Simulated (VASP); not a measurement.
# GaN (P6_3mc) in VASP: further runs, part 2 of 2

VASP 6.6.1. The steps go on from the part before.

## 5. Single point, PBE (volume changed by +3%)

The input, INCAR:

```
  PREC = Accurate
  ENCUT = 520
  EDIFF = 1E-7
  ISMEAR = 0
  SIGMA = 0.01
  LREAL = False
  LASPH = True
  NELM = 80
  ALGO = Normal
  ISIF = 2
  LWAVE = False
  LCHARG = False
  GGA = PE
  NBANDS = 26
```

The input, KPOINTS:

```
regular mesh
0
Gamma
  9 9 4
```

The input, POSCAR:

```
GaN
1.0
    3.2503003730      0.0000000000      0.0000000000
   -1.6251501865      2.8148426930      0.0000000000
    0.0000000000      0.0000000000      5.2947494573
Ga N
2 2
Direct
    0.3333333333      0.6666666667     -0.0008671765
    0.6666666667      0.3333333333      0.4991328235
    0.3333333333      0.6666666667      0.3758671765
    0.6666666667      0.3333333333      0.8758671765
```

Potentials or basis: VASP PAW PBE potentials, release 64 (Ga_d, N).

Started as:

```console
$ cat potpaw_PBE.64/Ga_d/POTCAR potpaw_PBE.64/N/POTCAR > POTCAR
$ mpirun -np 1 vasp_std > vasp.out
```

OUTCAR:

```text
PREC = Accurate
   ENCUT = 520
   EDIFF = 1E-7
   ISMEAR = 0
   LREAL = False
   LASPH = True
   NELM = 80
   ISIF = 2
   GGA = PE

 ion  position               nearest neighbor table
   1  0.333  0.667  0.999-   4 1.99   4 1.99   4 1.99   3 1.99
   2  0.667  0.333  0.499-   3 1.99   3 1.99   3 1.99   4 1.99
   3  0.333  0.667  0.376-   2 1.99   2 1.99   2 1.99   1 1.99
   4  0.667  0.333  0.876-   1 1.99   1 1.99   1 1.99   2 1.99

  LATTYP: Found a hexagonal cell.
 ALAT       =     3.2503003730
 C/A-ratio  =     1.6290031227

  Lattice vectors:

 A1 = (   3.2503003730,   0.0000000000,   0.0000000000)
 A2 = (  -1.6251501865,   2.8148426930,   0.0000000000)
 A3 = (   0.0000000000,   0.0000000000,   5.2947494573)

Analysis of symmetry for initial positions (statically):
=====================================================================
 Subroutine PRICEL returns:
 Original cell was already a primitive cell.

 Routine SETGRP: Setting up the symmetry group for a
 hexagonal supercell.

 Subroutine GETGRP returns: Found 12 space group operations
 (whereof  6 operations were pure point group operations)
 out of a pool of 24 trial point group operations.

The static configuration has the point symmetry C_3v.
 The point group associated with its full space group is C_6v.

Analysis of symmetry for dynamics (positions and initial velocities):
=====================================================================
 Subroutine PRICEL returns:
 Original cell was already a primitive cell.

 Routine SETGRP: Setting up the symmetry group for a
 hexagonal supercell.

 Subroutine GETGRP returns: Found 12 space group operations
 (whereof  6 operations were pure point group operations)
 out of a pool of 24 trial point group operations.
[... 114 lines left out ...]
   POTIM  = 0.5000    time-step for ionic-motion
   TEBEG  =    0.0;   TEEND  =   0.0 temperature during run
   PSTRESS=    0.0 pullay stress
   NELECT =      36.0000    total number of electrons
   NUPDOWN=      -1.0000    fix difference up-down
   EMIN   =  10.00;   EMAX   =-10.00  energy-range for DOS
   EFERMI =   0.00;   METHOD = LEGACY
   ISMEAR =     0;   SIGMA  =   0.01  broadening in eV -4-tet -1-fermi 0-gaus
   EFERMI_NEDOS =   21; number of points for ismear=-14 and -15
   IALGO  =     38    algorithm
   IMIX   =      4    mixing-type and parameters
     AMIX     =   0.40;   BMIX     =  1.00
     AMIX_MAG =   1.60;   BMIX_MAG =  1.00
  volume/ion in A,a.u.               =      12.11        81.73
  Fermi-wavevector in a.u.,A,eV,Ry     =   1.482864  2.802207 29.917655  2.198886
  Thomas-Fermi vector in A             =   2.596597
   LORBIT       =      0    0 simple, 1 ext, 2 COOP (PROOUT), +10 PAW based schemes
   GGA     = PE    functional components
   LHFCALC =     F    Hartree Fock is set to
   AEXX    =    0.0000 exact exchange contribution
   IVDW    =     0    specifies the selected vdW correction
   LEPSILON=     F    determine dielectric tensor
   LRPA    =     F    only Hartree local field effects (RPA)
 non-spin polarized calculation
 Gauss-broadening in eV      SIGMA  =   0.01
  energy-cutoff  :      520.00
  volume of cell :       48.44
 maximum number of plane-waves:      1329
   NGX = 13   NGY = 13   NGZ = 19

 number of electron      35.9999985 magnetization

 Free energy of the ion-electron system (eV)
  ---------------------------------------------------
  ext. energy  EPLUGINS =         0.00000000
  ---------------------------------------------------
  free energy    TOTEN  =       -24.30771628 eV

  energy without entropy =      -24.30771628  energy(sigma->0) =      -24.30771628

 E-fermi :   4.7824     XC(G=0): -11.3596

 val. band max:        4.7033043826   @ k =   0.0000   0.0000   0.0000
 cond. band min:       6.2214143698   @ k =   0.0000   0.0000   0.0000
 fundamental gap:      1.5181099872
 Fermi energy:         4.7823625044

 k-point     1 :       0.0000    0.0000    0.0000
  band No.  band energies     occupation
      1     -10.7927      2.00000
      2     -10.0695      2.00000
      3      -8.7058      2.00000
      4      -8.6922      2.00000
      5      -8.6922      2.00000
      6      -8.6415      2.00000
[... 685 lines left out ...]
     25      17.5255      0.00000
     26      17.5710      0.00000

 [... further k-points ...]
[... 5 lines left out ...]
  --------------------------------------------------------------------------------------
  -------------------------------------------------------------------------------------
  Total       -1.4076771     -1.4076771     -1.3839097      0.0000000      0.0000000      0.0000000
  in kB      -46.5576018    -46.5576018    -45.7715162      0.0000000      0.0000000      0.0000000
  external PRESSURE =     -46.2955733 kB  Pullay stress =       0.0000000 kB

 VOLUME and BASIS-vectors are now :
 -----------------------------------------------------------------------------
  energy-cutoff  :      520.00
  volume of cell :       48.44
      direct lattice vectors                 reciprocal lattice vectors
     3.250300373  0.000000000  0.000000000     0.307663873  0.177629820  0.000000000
    -1.625150186  2.814842693  0.000000000     0.000000000  0.355259639  0.000000000
     0.000000000  0.000000000  5.294749457     0.000000000  0.000000000  0.188866349

 POSITION                                       TOTAL-FORCE (eV/Angst)
 -----------------------------------------------------------------------------------
     -0.00000      1.87656      5.29016         0.000000      0.000000     -0.004698
      1.62515      0.93828      2.64278        -0.000000      0.000000     -0.004698
     -0.00000      1.87656      1.99012         0.000000      0.000000      0.004698
      1.62515      0.93828      4.63750         0.000000     -0.000000      0.004698
 -----------------------------------------------------------------------------------
    total drift:                               -0.000001     -0.000001     -0.000581

  FREE ENERGIE OF THE ION-ELECTRON SYSTEM (eV)
  ---------------------------------------------------
  free  energy   TOTEN  =       -24.3077162798 eV

  energy  without entropy=      -24.3077162798  energy(sigma->0) =      -24.30771628
```

OSZICAR:

```text
N       E                     dE             d eps       ncg     rms          rms(c)
DAV:   1     0.281593149777E+03    0.28159E+03   -0.17583E+04  1988   0.252E+03
DAV:   2     0.815469753016E+01   -0.27344E+03   -0.25888E+03  2080   0.488E+02
DAV:   3    -0.268981630933E+02   -0.35053E+02   -0.34540E+02  2152   0.142E+02
DAV:   4    -0.281195793006E+02   -0.12214E+01   -0.12159E+01  2222   0.286E+01
DAV:   5    -0.281469382113E+02   -0.27359E-01   -0.27302E-01  2250   0.406E+00    0.107E+01
DAV:   6    -0.242438237712E+02    0.39031E+01   -0.10059E+01  3110   0.469E+01    0.309E+00
DAV:   7    -0.243261080138E+02   -0.82284E-01   -0.12800E+00  1966   0.902E+00    0.265E+00
DAV:   8    -0.243208119304E+02    0.52961E-02   -0.16116E-01  3074   0.450E+00    0.857E-01
DAV:   9    -0.243072678381E+02    0.13544E-01   -0.39793E-02  2910   0.324E+00    0.407E-01
DAV:  10    -0.243077066624E+02   -0.43882E-03   -0.66252E-03  1978   0.471E-01    0.988E-02
DAV:  11    -0.243077214766E+02   -0.14814E-04   -0.16452E-04  3328   0.212E-01    0.584E-02
DAV:  12    -0.243077172235E+02    0.42531E-05   -0.37225E-05  2080   0.470E-02    0.381E-02
DAV:  13    -0.243077148280E+02    0.23955E-05   -0.24303E-05  2710   0.414E-02    0.324E-02
DAV:  14    -0.243077162673E+02   -0.14393E-05   -0.36249E-06  2992   0.223E-02    0.134E-02
DAV:  15    -0.243077161776E+02    0.89743E-07   -0.10348E-06  2386   0.113E-02    0.347E-03
DAV:  16    -0.243077162998E+02   -0.12225E-06   -0.29850E-07  1572   0.441E-03    0.518E-04
DAV:  17    -0.243077162798E+02    0.19982E-07   -0.16896E-08  1028   0.143E-03
   1 F= -.24307716E+02 E0= -.24307716E+02  d E =-.249815E-31
```

Run time: 76 s. Hardware: 1 thread of AMD EPYC 7R13, shared host; peak memory 0.15 GiB.

What came out:

```
Free energy            : -24.3077 eV
Pressure               : -4.6 GPa
Largest force          : 0.005 eV/Å
Band gap on the k mesh : 1.52 eV, direct
```

Forces in eV/Å, atoms in the order of the input:
```
Ga   0.000  0.000 -0.005
Ga   0.000  0.000 -0.005
N    0.000  0.000  0.005
N    0.000  0.000  0.005
```

## 6. Single point, PBE (volume changed by +6%)

The input, INCAR:

```
SYSTEM = GaN
PREC = Accurate ; ENCUT = 520
EDIFF = 1E-6 ; ISMEAR = 0
SIGMA = 0.01 ; LREAL = .FALSE.
LASPH = .TRUE. ; NELM = 80
ALGO = Normal ; ISIF = 2
LWAVE = .FALSE. ; LCHARG = .TRUE.
GGA = PE ; LELF = .TRUE.
LVHAR = .TRUE. ; NBANDS = 26
```

The input, KPOINTS:

```
regular mesh
0
G
  9 9 4
  0 0 0
```

The input, POSCAR:

```
GaN
1.0
    3.2815551785      0.0000000000      0.0000000000
   -1.6407775893      2.8419101485      0.0000000000
    0.0000000000      0.0000000000      5.3456636332
Ga N
2 2
Direct
    0.3333333333      0.6666666667     -0.0008671765
    0.6666666667      0.3333333333      0.4991328235
    0.3333333333      0.6666666667      0.3758671765
    0.6666666667      0.3333333333      0.8758671765
```

Potentials or basis: VASP PAW PBE potentials, release 64 (Ga_d, N).

Started as:

```console
$ cat potpaw_PBE.64/Ga_d/POTCAR potpaw_PBE.64/N/POTCAR > POTCAR
$ mpirun -np 1 vasp_std > vasp.out
```

Run time: 82 s. Hardware: 1 thread of AMD EPYC 7R13, shared host; peak memory 0.15 GiB.

Results (log left out):

```yaml
Free_energy: -24.2494 eV
Pressure: -8.6 GPa
Largest_force: 0.008 eV/Å
Band_gap_on_the_k_mesh: 1.33 eV, direct
```

Forces in eV/Å, atoms in the order of the input:
```
Ga   0.000  0.000 -0.008
Ga   0.000  0.000 -0.008
N    0.000  0.000  0.008
N    0.000  0.000  0.008
```

Stress tensor (GPa, compression positive):
```
-8.62  0.00  0.00
 0.00 -8.62  0.00
 0.00  0.00 -8.51
```

Levels at points of the mesh, in eV from the valence-band top:
```
           k point  band 16  band 17  band 18  band 19  band 20  band 21
(0.00, 0.00, 0.00)    -0.03     0.00     0.00     1.33     3.69     8.69
(0.00, 0.00, 0.50)    -0.48    -0.48    -0.48     3.69     3.69     8.01
```

## 7. The runs side by side

```tsv
cell	gap on the mesh (eV)	pressure (GPa)	largest force (eV/Å)
a = 3.153, b = 3.153, c = 5.136 Å, angles 90.0, 90.0, 120.0°, 4 atoms	2.13	12.2	0.01
a = 3.186, b = 3.186, c = 5.190 Å, angles 90.0, 90.0, 120.0°, 4 atoms	1.92	5.7	0.01
a = 3.218, b = 3.218, c = 5.243 Å, angles 90.0, 90.0, 120.0°, 4 atoms	1.72	0.1	-
a = 3.250, b = 3.250, c = 5.295 Å, angles 90.0, 90.0, 120.0°, 4 atoms	1.52	-4.6	-
a = 3.282, b = 3.282, c = 5.346 Å, angles 90.0, 90.0, 120.0°, 4 atoms	1.33	-8.6	0.01
```

Alike in all rows: task single point; level PBE; potentials or basis VASP PAW PBE potentials, release 64 (Ga_d, N); no spin polarisation; k mesh 9 × 9 × 4; cutoff (eV) 520; smearing gaussian 0.01 eV.

Absolute energies hang on the potentials; compare differences alone.

## 8. How close it comes

Step 4. Measured gap of GaN: 3.503 eV (direct; quoted in “Studying electronic properties in GaN without electrical contacts using γ-γ vs e−-γ Perturbed Angular Correlations”, 2019, pmc:6823545). This calculation gives 1.72 eV (-1.79 eV). So large a miss can be the level of theory's own, or it may mean another phase, state or a wrong row. Spin-orbit coupling on Ga is left out. The value is that of PBE, without temperature or zero-point motion. Semilocal functionals fall short of measured gaps as a rule.
